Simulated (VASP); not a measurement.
# RbPd (P-6m2) in VASP: a series of runs

RbPd is run at these levels: PBE; tasks: single point, relaxation of cell and atoms.

Everything below comes from runs of VASP 6.6.1. Logs are shortened: lines on timing, memory, paths and dates and some standing lists are left out, and cuts for length are marked.

### Step 1. The cell of the first run

It takes space group P-6m2 (No. 187, hexagonal). Conventional cell: a = 4.399 Å, b = 4.399 Å, c = 6.173 Å, α = 90.00°, β = 90.00°, γ = 120.00°. Rb (site symmetry -6m2) has 6 Pd at 4.00 Å and 6 Rb at 4.40 Å within 5.2 Å. Within 5.2 Å of Pd (site symmetry -6m2) lie 6 Rb at 4.00 Å and 6 Pd at 4.40 Å.

The cell was built from a structure type or drawn by symmetry, and may not be a known phase.

### Step 2. Single point, PBE

INCAR reads:

```
SYSTEM = RbPd
PREC = Accurate
ENCUT = 500
EDIFF = 1E-6
ISMEAR = 0
SIGMA = 0.1
LREAL = .False.
LASPH = .True.
NELM = 120
ALGO = Normal
ISIF = 2
LWAVE = .False.
LCHARG = .True.
GGA = PE
LELF = .True.
LVHAR = .True.
NBANDS = 16
GGA_COMPAT = .False.
```

KPOINTS reads:

```
Automatic mesh
0
Gamma
  6 6 4
  0 0 0
```

POSCAR reads:

```
RbPd
1.0
    4.3991693400      0.0000000000      0.0000000000
   -2.1995846700      3.8097924000      0.0000000000
    0.0000000000      0.0000000000      6.1727515000
Rb Pd
1 1
Direct
    0.3333333300      0.6666666700      0.5000000000
    0.0000000000      0.0000000000      0.0000000000
```

Potentials or basis: VASP PAW PBE potentials, release 64 (Rb_sv, Pd).

On the command line:

```bash
> cat potpaw_PBE.64/Rb_sv/POTCAR potpaw_PBE.64/Pd/POTCAR > POTCAR
> mpirun -np 1 vasp_std > vasp.out
```

OUTCAR:

```text
SYSTEM = RbPd
   PREC = Accurate
   ENCUT = 500
   EDIFF = 1E-6
   ISMEAR = 0
   LREAL = .False.
   LASPH = .True.
   NELM = 120
   ISIF = 2
   GGA = PE

 ion  position               nearest neighbor table
   1  0.333  0.667  0.500-   2 4.00   2 4.00   2 4.00   2 4.00   2 4.00   2 4.00
   2  0.000  0.000  0.000-   1 4.00   1 4.00   1 4.00   1 4.00   1 4.00   1 4.00

  LATTYP: Found a hexagonal cell.
 ALAT       =     4.3991693400
 C/A-ratio  =     1.4031629662

  Lattice vectors:

 A1 = (   4.3991693400,   0.0000000000,   0.0000000000)
 A2 = (  -2.1995846700,   3.8097924000,   0.0000000000)
 A3 = (   0.0000000000,   0.0000000000,   6.1727515000)

Analysis of symmetry for initial positions (statically):
=====================================================================
 Subroutine PRICEL returns:
 Original cell was already a primitive cell.

 Routine SETGRP: Setting up the symmetry group for a
 hexagonal supercell.

 Subroutine GETGRP returns: Found 12 space group operations
 (whereof 12 operations were pure point group operations)
 out of a pool of 24 trial point group operations.

The static configuration has the point symmetry D_3h.

Analysis of symmetry for dynamics (positions and initial velocities):
=====================================================================
 Subroutine PRICEL returns:
 Original cell was already a primitive cell.

 Routine SETGRP: Setting up the symmetry group for a
 hexagonal supercell.

 Subroutine GETGRP returns: Found 12 space group operations
 (whereof 12 operations were pure point group operations)
 out of a pool of 24 trial point group operations.

The dynamic configuration has the point symmetry D_3h.

 Subroutine INISYM returns: Found 12 space group operations
 (whereof 12 operations are pure point group operations),
 and found     1 'primitive' translations

----------------------------------------------------------------------------------------

                                     Primitive cell

  volume of cell :     103.4548

  direct lattice vectors                    reciprocal lattice vectors
     4.399169340  0.000000000  0.000000000     0.227315641  0.131240747  0.000000000
    -2.199584670  3.809792400  0.000000000     0.000000000  0.262481494  0.000000000
     0.000000000  0.000000000  6.172751500     0.000000000  0.000000000  0.162002310

  length of vectors
     4.399169340  4.399169337  6.172751500     0.262481494  0.262481494  0.162002310

  position of ions in fractional coordinates (direct lattice)
     0.333333330  0.666666670  0.500000000
     0.000000000  0.000000000  0.000000000

  ion indices of the primitive-cell ions
   primitive index   ion index
                 1           1
                 2           2

----------------------------------------------------------------------------------------

 KPOINTS: Automatic mesh

Automatic generation of k-mesh.
 Grid dimensions read from file:
 generate k-points for:    6    6    4

 Generating k-lattice:

  Cartesian coordinates                     Fractional coordinates (reciprocal lattice)
     0.037885940  0.021873458  0.000000000     0.166666667  0.000000000  0.000000000
     0.000000000  0.043746916  0.000000000     0.000000000  0.166666667  0.000000000
     0.000000000  0.000000000  0.040500577     0.000000000  0.000000000  0.250000000

  Length of vectors
     0.043746916  0.043746916  0.040500577

  Shift w.r.t. Gamma in fractional coordinates (k-lattice)
     0.000000000  0.000000000  0.000000000

 Subroutine IBZKPT returns following result:
 ===========================================

 Found     21 irreducible k-points:

 Following reciprocal coordinates:
            Coordinates               Weight
  0.000000  0.000000  0.000000      1.000000
  0.166667  0.000000  0.000000      6.000000
  0.333333 -0.000000  0.000000      6.000000
  0.500000  0.000000  0.000000      3.000000
  0.166667  0.166667  0.000000      6.000000
  0.333333  0.166667  0.000000     12.000000
[... 13 lines left out ...]
  0.333333  0.166667  0.500000     12.000000
  0.333333  0.333333  0.500000      2.000000
   k-points           NKPTS =     21   k-points in BZ     NKDIM =     21   number of bands    NBANDS=     16
   number of dos      NEDOS =    301   number of ions     NIONS =      2
   total plane-waves  NPLWV =  49152
   dimension x,y,z NGX =    32 NGY =   32 NGZ =   48
   dimension x,y,z NGXF=    64 NGYF=   64 NGZF=   96
   ions per type =               1   1
   NGX,Y,Z   is equivalent  to a cutoff of  12.09, 12.09, 12.93 a.u.
   NGXF,Y,Z  is equivalent  to a cutoff of  24.19, 24.19, 25.85 a.u.
 SYSTEM =  RbPd
   PREC   = accura    normal or accurate (medium, high low for compatibility)
   ISTART =      0    job   : 0-new  1-cont  2-samecut
   ICHARG =      2    charge: 1-file 2-atom 10-const
   ISPIN  =      1    spin polarized calculation?
   LNONCOLLINEAR =      F non collinear calculations
   LSORBIT =      F    spin-orbit coupling
   LASPH  =      T    aspherical Exc in radial PAW
   ENCUT  =  500.0 eV  36.75 Ry    6.06 a.u.   8.02  8.02 11.25*2*pi/ulx,y,z
   NELM   =    120;   NELMIN=  2; NELMDL= -5     # of ELM steps
   EDIFF  = 0.1E-05   stopping-criterion for ELM
   LREAL  =      F    real-space projection
   EDIFFG = 0.1E-04   stopping-criterion for IOM
   NSW    =      0    number of steps for IOM
   IBRION =     -1    ionic relax: 0-MD 1-quasi-New 2-CG
   NFREE  =      0    steps in history (QN), initial steepest desc. (CG)
   ISIF   =      2    stress and relaxation
   ISYM   =      2    0-nonsym 1-usesym 2-fastsym
   POTIM  = 0.5000    time-step for ionic-motion
   TEBEG  =    0.0;   TEEND  =   0.0 temperature during run
   PSTRESS=    0.0 pullay stress
   NELECT =      19.0000    total number of electrons
   NUPDOWN=      -1.0000    fix difference up-down
   EMIN   =  10.00;   EMAX   =-10.00  energy-range for DOS
   EFERMI =   0.00;   METHOD = LEGACY
   ISMEAR =     0;   SIGMA  =   0.10  broadening in eV -4-tet -1-fermi 0-gaus
   EFERMI_NEDOS =   21; number of points for ismear=-14 and -15
   IALGO  =     38    algorithm
   IMIX   =      4    mixing-type and parameters
     AMIX     =   0.40;   BMIX     =  1.00
     AMIX_MAG =   1.60;   BMIX_MAG =  1.00
  volume/ion in A,a.u.               =      51.73       349.07
  Fermi-wavevector in a.u.,A,eV,Ry     =   0.930556  1.758496 11.781750  0.865934
  Thomas-Fermi vector in A             =   2.056957
   LORBIT       =      0    0 simple, 1 ext, 2 COOP (PROOUT), +10 PAW based schemes
   GGA     = PE    functional components
   LHFCALC =     F    Hartree Fock is set to
   AEXX    =    0.0000 exact exchange contribution
   IVDW    =     0    specifies the selected vdW correction
   LEPSILON=     F    determine dielectric tensor
   LRPA    =     F    only Hartree local field effects (RPA)
 non-spin polarized calculation
 Gauss-broadening in eV      SIGMA  =   0.10
  energy-cutoff  :      500.00
  volume of cell :      103.45
 maximum number of plane-waves:      2640
   NGX = 17   NGY = 17   NGZ = 23

 number of electron      18.9999995 magnetization

 Free energy of the ion-electron system (eV)
  ---------------------------------------------------
  ext. energy  EPLUGINS =         0.00000000
  ---------------------------------------------------
  free energy    TOTEN  =        -4.54356698 eV

  energy without entropy =       -4.54100964  energy(sigma->0) =       -4.54228831

 E-fermi :   0.2294     XC(G=0):  -6.8037

 val. band max:        0.0843497812   @ k =   0.1667   0.1667   0.5000
 cond. band min:       0.2851789460   @ k =   0.3333  -0.0000   0.5000
 fundamental gap:      0.2008291648
 Fermi energy:         0.2294389122

 k-point     1 :       0.0000    0.0000    0.0000
  band No.  band energies     occupation
      1     -27.8125      2.00000
      2     -11.8344      2.00000
      3     -11.8344      2.00000
      4     -11.7812      2.00000
      5      -1.6846      2.00000
      6      -0.6176      2.00000
[... 8 lines left out ...]
     15       7.1985      0.00000
     16       7.1985      0.00000

 k-point     2 :       0.1667    0.0000    0.0000
  band No.  band energies     occupation
      1     -27.8083      2.00000
      2     -11.9026      2.00000
      3     -11.8497      2.00000
      4     -11.7710      2.00000
      5      -1.3550      2.00000
      6      -0.5549      2.00000
[... 8 lines left out ...]
     15       7.0294      0.00000
     16       7.0432      0.00000

 k-point     3 :       0.3333   -0.0000    0.0000
  band No.  band energies     occupation
      1     -27.8000      2.00000
      2     -12.0340      2.00000
      3     -11.8799      2.00000
      4     -11.7505      2.00000
      5      -0.6823      2.00000
      6      -0.5135      2.00000
[... 8 lines left out ...]
     15       6.2276      0.00000
     16       6.7868      0.00000

 k-point     4 :       0.5000    0.0000    0.0000
  band No.  band energies     occupation
      1     -27.7958      2.00000
      2     -12.0974      2.00000
      3     -11.8949      2.00000
      4     -11.7402      2.00000
      5      -0.5594      2.00000
      6      -0.5115      2.00000
[... 8 lines left out ...]
     15       6.4783      0.00000
     16       6.6504      0.00000
[... 267 lines left out ...]
 k-point    19 :       0.1667    0.1667    0.5000
  band No.  band energies     occupation
      1     -27.8020      2.00000
      2     -11.9879      2.00000
      3     -11.8855      2.00000
      4     -11.7621      2.00000
      5      -0.4957      2.00000
      6      -0.4363      2.00000
[... 8 lines left out ...]
     15       5.5615      0.00000
     16       6.5405      0.00000

 k-point    20 :       0.3333    0.1667    0.5000
  band No.  band energies     occupation
      1     -27.7957      2.00000
      2     -12.0627      2.00000
      3     -11.9299      2.00000
      4     -11.7447      2.00000
      5      -0.5308      2.00000
      6      -0.4402      2.00000
[... 8 lines left out ...]
     15       5.9352      0.00000
     16       7.2183      0.00000

 k-point    21 :       0.3333    0.3333    0.5000
  band No.  band energies     occupation
      1     -27.7936      2.00000
      2     -12.0180      2.00000
      3     -12.0156      2.00000
      4     -11.7390      2.00000
      5      -0.4649      2.00000
      6      -0.4349      2.00000
[... 8 lines left out ...]
     15       5.5546      0.00000
     16       7.1617      0.00000

------------------------ aborting loop because EDIFF is reached ----------------------------------------

  FORCE on cell =-STRESS in cart. coord.  units (eV):
  Direction    XX          YY          ZZ          XY          YZ          ZX
  --------------------------------------------------------------------------------------
  -------------------------------------------------------------------------------------
  Total       -1.1871921     -1.1871921     -3.0207960      0.0000000     -0.0000000      0.0000000
  in kB      -18.3857268    -18.3857268    -46.7822591      0.0000000     -0.0000000      0.0000000
  external PRESSURE =     -27.8512376 kB  Pullay stress =       0.0000000 kB

 VOLUME and BASIS-vectors are now :
 -----------------------------------------------------------------------------
  energy-cutoff  :      500.00
  volume of cell :      103.45
      direct lattice vectors                 reciprocal lattice vectors
     4.399169340  0.000000000  0.000000000     0.227315641  0.131240747  0.000000000
    -2.199584670  3.809792400  0.000000000     0.000000000  0.262481494  0.000000000
     0.000000000  0.000000000  6.172751500     0.000000000  0.000000000  0.162002310

 POSITION                                       TOTAL-FORCE (eV/Angst)
 -----------------------------------------------------------------------------------
     -0.00000      2.53986      3.08638         0.000000      0.000000      0.000000
      0.00000      0.00000      0.00000        -0.000000      0.000000      0.000000
 -----------------------------------------------------------------------------------
    total drift:                                0.000014     -0.000008      0.000000

  FREE ENERGIE OF THE ION-ELECTRON SYSTEM (eV)
  ---------------------------------------------------
  free  energy   TOTEN  =        -4.5435669846 eV

  energy  without entropy=       -4.5410096369  energy(sigma->0) =       -4.54228831
```

Run time: 13 s. Hardware: 1 thread of Intel Xeon 6975P-C (Granite Rapids), shared host; peak memory 0.22 GiB.

Results:

| Property | Result |
| --- | --- |
| Free energy | -4.5436 eV |
| Pressure | -2.8 GPa |
| Band gap on the k mesh | zero (an odd number of electrons rules out a gap without spin polarisation) |

Levels at points of the mesh, in eV from the Fermi level:
```
           k point  band 8  band 9  band 10  band 11  band 12  band 13
(0.00, 0.00, 0.00)   -0.54   -0.50    -0.50     2.18     2.72     4.92
(0.50, 0.00, 0.00)   -0.56   -0.29     0.82     1.39     2.95     3.54
(0.00, 0.00, 0.50)   -0.55   -0.51    -0.51    -0.33     4.53     5.16
(0.50, 0.00, 0.50)   -0.54   -0.29     0.92     2.00     2.21     3.09
```

### Step 3. Single point, PBE

This run uses another cell than the first one, of 27.47 Å³/atom.

INCAR reads:

```
  PREC = Accurate
  ENCUT = 500
  EDIFF = 1E-6
  ISMEAR = 0
  SIGMA = 0.1
  LREAL = F
  LASPH = T
  NELM = 120
  ALGO = Normal
  ISIF = 2
  LWAVE = F
  LCHARG = F
  GGA = PE
  NBANDS = 16
  GGA_COMPAT = F
```

KPOINTS reads:

```
Automatic mesh
0
Gamma
  12 12 10
```

POSCAR reads:

```
RbPd
1.0
    3.4550557895      0.0000000000      0.0000000000
   -1.7275278947      2.9921660852      0.0000000000
    0.0000000000      0.0000000000      5.3150976462
Rb Pd
1 1
Direct
    0.3333333333      0.6666666667      0.5000000000
    0.0000000000      0.0000000000      0.0000000000
```

Potentials or basis: VASP PAW PBE potentials, release 64 (Rb_sv, Pd).

On the command line:

```bash
> cat potpaw_PBE.64/Rb_sv/POTCAR potpaw_PBE.64/Pd/POTCAR > POTCAR
> mpirun -np 1 vasp_std > vasp.out
```

It took 35 s on 1 thread of Intel Xeon 6975P-C (Granite Rapids), shared host; peak memory 0.24 GiB.

Results (log left out):

- Free energy: -5.2210 eV
- Pressure: 0.1 GPa
- Band gap on the k mesh: zero (an odd number of electrons rules out a gap without spin polarisation)

Stress tensor (GPa, compression positive):
```
0.07 0.00 0.00
0.00 0.07 0.00
0.00 0.00 0.15
```

Levels at points of the mesh, in eV from the Fermi level:
```csv
k point,band 6,band 7,band 8,band 9,band 10,band 11,band 12,band 13,band 14,band 15
"(0.00, 0.00, 0.00)",-2.19,-1.47,-1.47,-1.18,-1.18,2.20,3.42,5.54,5.54,9.02
"(0.50, 0.00, 0.00)",-1.90,-1.63,-1.40,-0.59,0.79,2.21,2.32,3.39,8.11,8.89
"(0.00, 0.00, 0.50)",-1.49,-1.49,-1.21,-1.18,-1.18,-0.62,3.91,5.82,5.82,8.84
"(0.50, 0.00, 0.50)",-2.10,-1.79,-1.27,-0.59,1.10,1.69,2.61,5.05,6.37,7.32
```

### Step 4. Single point, PBE

This run uses another cell than the first one, of 27.35 Å³/atom.

INCAR reads:

```
SYSTEM = RbPd
PREC     = Accurate       ! precision mode
ENCUT    = 500            ! plane-wave cutoff, eV
EDIFF    = 1E-6           ! SCF threshold, eV
ISMEAR   = 0              ! smearing method
SIGMA    = 0.1            ! smearing width, eV
LREAL    = .FALSE.        ! projectors in reciprocal space
LASPH    = .TRUE.         ! aspherical terms in the spheres
NELM     = 120            ! most SCF steps
ALGO     = Normal         ! electronic algorithm
ISIF     = 2              ! what is computed and relaxed
LWAVE    = .FALSE.        ! write WAVECAR
LCHARG   = .TRUE.         ! write CHGCAR
GGA      = PE             ! functional
LELF     = .TRUE.         ! ELF
LVHAR    = .TRUE.       
NBANDS   = 16             ! bands
GGA_COMPAT= .FALSE.
```

KPOINTS reads:

```
regular mesh
0
G
  18 18 10
  0 0 0
```

POSCAR reads:

```
RbPd
1.0
    3.4459212152      0.0000000000      0.0000000000
   -1.7229606076      2.9842553118      0.0000000000
    0.0000000000      0.0000000000      5.3185498217
Rb Pd
1 1
Direct
    0.3333333333      0.6666666667      0.5000000000
    0.0000000000      0.0000000000      0.0000000000
```

On the command line:

```bash
> cat potpaw_PBE.64/Rb_sv/POTCAR potpaw_PBE.64/Pd/POTCAR > POTCAR
> mpirun -np 1 vasp_std > vasp.out
```

Run time: 79 s. Hardware: 1 thread of Intel Xeon 6975P-C (Granite Rapids), shared host; peak memory 0.32 GiB.

The run converged. Its results:

* Free energy: -5.2303 eV
* Pressure: 0.1 GPa
* Band gap on the k mesh: zero (an odd number of electrons rules out a gap without spin polarisation)

Stress tensor (GPa, compression positive):
```
0.07 0.00 0.00
0.00 0.07 0.00
0.00 0.00 0.16
```

Levels at points of the mesh, in eV from the Fermi level:
| k point | band 6 | band 7 | band 8 | band 9 | band 10 | band 11 | band 12 | band 13 | band 14 | band 15 |
| --- | --- | --- | --- | --- | --- | --- | --- | --- | --- | --- |
| (0.00, 0.00, 0.00) | -2.12 | -1.38 | -1.38 | -1.09 | -1.09 | 2.26 | 3.49 | 5.62 | 5.62 | 9.12 |
| (0.50, 0.00, 0.00) | -1.83 | -1.56 | -1.32 | -0.49 | 0.87 | 2.30 | 2.38 | 3.47 | 8.20 | 8.98 |
| (0.00, 0.00, 0.50) | -1.41 | -1.41 | -1.14 | -1.09 | -1.09 | -0.55 | 3.96 | 5.89 | 5.89 | 8.94 |
| (0.50, 0.00, 0.50) | -2.03 | -1.72 | -1.19 | -0.50 | 1.18 | 1.75 | 2.71 | 5.15 | 6.47 | 7.40 |

(Continued in part 2 of 2.)
